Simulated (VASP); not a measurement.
# GaB5 (P6/mmm) in VASP: further runs, part 2 of 2

VASP 6.6.1. The steps go on from the part before.

**3. Relaxation of cell and atoms, PBE**

This run uses another cell than the first one, of 8.67 Å³/atom.

Contents of INCAR:

```
SYSTEM = GaB5
PREC = Accurate
ENCUT = 500
EDIFF = 1E-7
ISMEAR = 0
SIGMA = 0.1
LREAL = .FALSE.
LASPH = .TRUE.
NELM = 120
ALGO = Normal
ISIF = 3
LWAVE = .FALSE.
LCHARG = .FALSE.
GGA = PE
IBRION = 2
NSW = 90
EDIFFG = -0.04
GGA_COMPAT = .FALSE.
NELMIN = 4
```

Contents of KPOINTS:

```
regular mesh
0
G
  6 6 4
  0 0 0
```

Contents of POSCAR:

```
GaB5
1.0
    3.4867600000      0.0000000000      0.0000000000
   -1.7433800000      3.0196227300      0.0000000000
    0.0000000000      0.0000000000      4.9424742000
Ga B
1 5
Direct
    0.0000000000      0.0000000000      0.0000000000
    0.3333333300      0.6666666700      0.5000000000
    0.6666666700      0.3333333300      0.5000000000
    0.3333333300      0.6666666700      0.0000000000
    0.6666666700      0.3333333300      0.0000000000
    0.0000000000      0.0000000000      0.5000000000
```

Potentials or basis: VASP PAW PBE potentials, release 64 (Ga_d, B).

Launch:

```bash
$ cat potpaw_PBE.64/Ga_d/POTCAR potpaw_PBE.64/B/POTCAR > POTCAR
$ mpirun -np 1 vasp_std > vasp.out
```

Wall time 5.1 min (1 thread of Intel Xeon 8259CL, shared host); peak memory 0.18 GiB.

The run converged. Its results:

```
Free energy                           : -27.6445 eV
Relaxed volume                        : 8.37 Å³/atom
Relaxed cell                          : a = 3.673 Å, b = 3.673 Å, c = 4.299 Å, α = 90.00°, β = 90.00°, γ = 120.00°
Space group after relaxing (to 0.1 Å) : P6/mmm (No. 191)
Energy gained by relaxing             : 47.3 meV/atom
Ionic steps                           : 10
Pressure after relaxing               : 0.0 GPa
```

Stress tensor (GPa, compression positive):
```
-0.03  0.00  0.00
 0.00 -0.03  0.00
 0.00  0.00  0.08
```

Step by step:
```tsv
step	energy change (eV)	largest force (eV/Å)	pressure (GPa)	volume (Å³)
1	0.0000	0.0000	0.11	52.04
2	-0.0576	0.0000	-2.24	52.07
3	-0.1274	0.0000	-3.72	52.04
4	-0.2511	0.0000	-5.02	51.76
5	0.6456	0.0000	10.80	50.15
6	-0.2621	0.0000	-4.66	51.67
7	-0.1797	0.0000	7.19	48.45
8	-0.2736	0.0000	-2.08	50.86
9	-0.2813	0.0000	1.05	49.89
10	-0.2835	0.0000	0.01	50.22
```

Final structure:
```cif
data_structure
_symmetry_space_group_name_H-M 'P 1'
_symmetry_Int_Tables_number 1
_cell_length_a 3.6731
_cell_length_b 3.6731
_cell_length_c 4.2986
_cell_angle_alpha 90.000
_cell_angle_beta 90.000
_cell_angle_gamma 120.000
_cell_volume 50.22
loop_
_atom_site_label
_atom_site_type_symbol
_atom_site_fract_x
_atom_site_fract_y
_atom_site_fract_z
_atom_site_occupancy
Ga1 Ga 0.00000 0.00000 0.00000 1
B1 B 0.33333 0.66667 0.50000 1
B2 B 0.66667 0.33333 0.50000 1
B3 B 0.33333 0.66667 0.00000 1
B4 B 0.66667 0.33333 0.00000 1
B5 B 0.00000 0.00000 0.50000 1
```

Levels at points of the mesh, in eV from the Fermi level:
| k point | band 11 | band 12 | band 13 | band 14 | band 15 | band 16 | band 17 | band 18 |
| --- | --- | --- | --- | --- | --- | --- | --- | --- |
| (0.00, 0.00, 0.00) | -2.74 | -2.74 | -1.12 | -0.19 | 0.82 | 0.82 | 1.12 | 1.80 |
| (0.50, 0.00, 0.00) | -4.18 | -4.13 | -3.82 | -2.36 | -0.04 | 3.57 | 6.02 | 6.17 |
| (0.00, 0.00, 0.50) | -1.48 | -1.48 | -1.48 | -0.41 | -0.33 | -0.33 | -0.17 | -0.11 |
| (0.50, 0.00, 0.50) | -4.87 | -2.80 | -2.42 | 2.29 | 2.33 | 2.72 | 3.60 | 7.70 |

Caveat: the highest band is partly filled, so the run has too few bands.

**4. Single point, PBE**

This run uses another cell than the first one, of the same volume but with other edges.

Contents of INCAR:

```
SYSTEM = GaB5
PREC = Accurate ; ENCUT = 500
EDIFF = 1E-6 ; ISMEAR = 0
SIGMA = 0.1 ; LREAL = .False.
LASPH = .True. ; NELM = 120
ALGO = Normal ; ISIF = 2
LWAVE = .False. ; LCHARG = .False.
GGA = PE ; NBANDS = 23
GGA_COMPAT = .False.
```

Contents of KPOINTS:

```
regular mesh
0
Gamma
  12 12 10
  0 0 0
```

Contents of POSCAR:

```
GaB5
1.0
    3.5761200914      0.0000000000      0.0000000000
   -1.7880600457      3.0970108461      0.0000000000
    0.0000000000      0.0000000000      4.5263701884
Ga B
1 5
Direct
    0.0000000000      0.0000000000      0.0000000000
    0.3333333333      0.6666666667      0.5000000000
    0.6666666667      0.3333333333      0.5000000000
    0.3333333333      0.6666666667      0.0000000000
    0.6666666667      0.3333333333      0.0000000000
    0.0000000000      0.0000000000      0.5000000000
```

Potentials or basis: VASP PAW PBE potentials, release 64 (Ga_d, B).

Launch:

```bash
$ cat potpaw_PBE.64/Ga_d/POTCAR potpaw_PBE.64/B/POTCAR > POTCAR
$ mpirun -np 1 vasp_std > vasp.out
```

OUTCAR:

```text
SYSTEM = GaB5
   PREC = Accurate
   ENCUT = 500
   EDIFF = 1E-6
   ISMEAR = 0
   LREAL = .False.
   LASPH = .True.
   NELM = 120
   ISIF = 2
   GGA = PE

 ion  position               nearest neighbor table
   1  0.000  0.000  0.000-   4 2.06   5 2.06   4 2.06   5 2.06   5 2.06   4 2.06   6 2.26   6 2.26

   2  0.333  0.667  0.500-   3 2.06   6 2.06   3 2.06   6 2.06   6 2.06   3 2.06
   3  0.667  0.333  0.500-   2 2.06   6 2.06   2 2.06   6 2.06   6 2.06   2 2.06
   4  0.333  0.667  0.000-   5 2.06   1 2.06   5 2.06   1 2.06   1 2.06   5 2.06
   5  0.667  0.333  0.000-   4 2.06   1 2.06   4 2.06   1 2.06   1 2.06   4 2.06
[... 834 lines left out ...]
  Total        0.0086588      0.0086588      0.0541946      0.0000000      0.0000000     -0.0000000
  in kB        0.2767350      0.2767350      1.7320559      0.0000000      0.0000000     -0.0000000
  external PRESSURE =       0.7618420 kB  Pullay stress =       0.0000000 kB

 VOLUME and BASIS-vectors are now :
 -----------------------------------------------------------------------------
  energy-cutoff  :      500.00
  volume of cell :       50.13
      direct lattice vectors                 reciprocal lattice vectors
     3.576120091  0.000000000  0.000000000     0.279632667  0.161445996  0.000000000
    -1.788060046  3.097010846  0.000000000     0.000000000  0.322891992  0.000000000
     0.000000000  0.000000000  4.526370188     0.000000000  0.000000000  0.220927577

 POSITION                                       TOTAL-FORCE (eV/Angst)
 -----------------------------------------------------------------------------------
      0.00000      0.00000      0.00000        -0.000000      0.000000      0.000000
     -0.00000      2.06467      2.26319        -0.000000     -0.000000      0.000000
      1.78806      1.03234      2.26319        -0.000000     -0.000000      0.000000
     -0.00000      2.06467      0.00000         0.000000     -0.000000      0.000000
      1.78806      1.03234      0.00000        -0.000000      0.000000     -0.000000
      0.00000      0.00000      2.26319        -0.000000      0.000000      0.000000
 -----------------------------------------------------------------------------------
    total drift:                               -0.000000      0.000000      0.000000

  FREE ENERGIE OF THE ION-ELECTRON SYSTEM (eV)
  ---------------------------------------------------
  free  energy   TOTEN  =       -27.6982979462 eV

  energy  without entropy=      -27.6854269607  energy(sigma->0) =      -27.69186245
```

OSZICAR:

```text
N       E                     dE             d eps       ncg     rms          rms(c)
DAV:   1     0.139654359750E+03    0.13965E+03   -0.12957E+04  5864   0.165E+03
DAV:   2    -0.136699627706E+02   -0.15332E+03   -0.14333E+03  5719   0.374E+02
DAV:   3    -0.279090950646E+02   -0.14239E+02   -0.13782E+02  6440   0.836E+01
DAV:   4    -0.282281880853E+02   -0.31909E+00   -0.31791E+00  6630   0.122E+01
DAV:   5    -0.282329232879E+02   -0.47352E-02   -0.47337E-02  6510   0.138E+00    0.426E+00
DAV:   6    -0.277757286229E+02    0.45719E+00   -0.86708E-01  8129   0.233E+01    0.221E+00
DAV:   7    -0.277062504152E+02    0.69478E-01   -0.22241E-01  7787   0.406E+00    0.927E-01
DAV:   8    -0.276990529047E+02    0.71975E-02   -0.19016E-02  6993   0.118E+00    0.354E-01
DAV:   9    -0.276983724911E+02    0.68041E-03   -0.11888E-03  6831   0.300E-01    0.667E-02
DAV:  10    -0.276982964044E+02    0.76087E-04   -0.23498E-04  6764   0.137E-01    0.152E-02
DAV:  11    -0.276982981397E+02   -0.17354E-05   -0.13377E-05  7092   0.282E-02    0.639E-03
DAV:  12    -0.276982979462E+02    0.19352E-06   -0.14173E-06  4467   0.103E-02
   1 F= -.27698298E+02 E0= -.27691862E+02  d E =-.128710E-01
```

stdout:

```text
POSCAR found type information on POSCAR GaB
 POSCAR found :  2 types and       6 ions
 scaLAPACK will be used
 LDA part: xc-table for (Slater+PW92), standard interpolation
 POSCAR, INCAR and KPOINTS ok, starting setup
 FFT: planning ... GRIDC
 FFT: planning ... GRID_SOFT
 FFT: planning ... GRID
 WAVECAR not read
 entering main loop
```

It took 2.7 min on 1 thread of Intel Xeon 8259CL, shared host; peak memory 0.25 GiB.

What came out:

```yaml
Free_energy: -27.6983 eV
Pressure: 0.1 GPa
Band_gap_on_the_k_mesh: zero (bands 14 and 15 overlap by 2.40 eV)
```

**5. The runs side by side**

```csv
task,cell,k mesh,gap on the mesh (eV),pressure (GPa)
single point,"a = 3.672, b = 3.672, c = 4.301 Å, angles 90.0, 90.0, 120.0°, 6 atoms",6 × 6 × 4,none,0.0
relaxation of cell and atoms,"relaxed from a = 3.487, b = 3.487, c = 4.942 Å, angles 90.0, 90.0, 120.0°, 6 atoms",6 × 6 × 4,-,0.0
single point,"a = 3.576, b = 3.576, c = 4.526 Å, angles 90.0, 90.0, 120.0°, 6 atoms",12 × 12 × 10,none,0.1
```

Alike in all rows: level PBE; potentials or basis VASP PAW PBE potentials, release 64 (Ga_d, B); no spin polarisation; cutoff (eV) 500; smearing gaussian 0.1 eV.

Caveats: some runs use coarse meshes; the highest band is partly filled, so the run has too few bands (at least some runs).

Absolute energies hang on the potentials; compare differences alone.
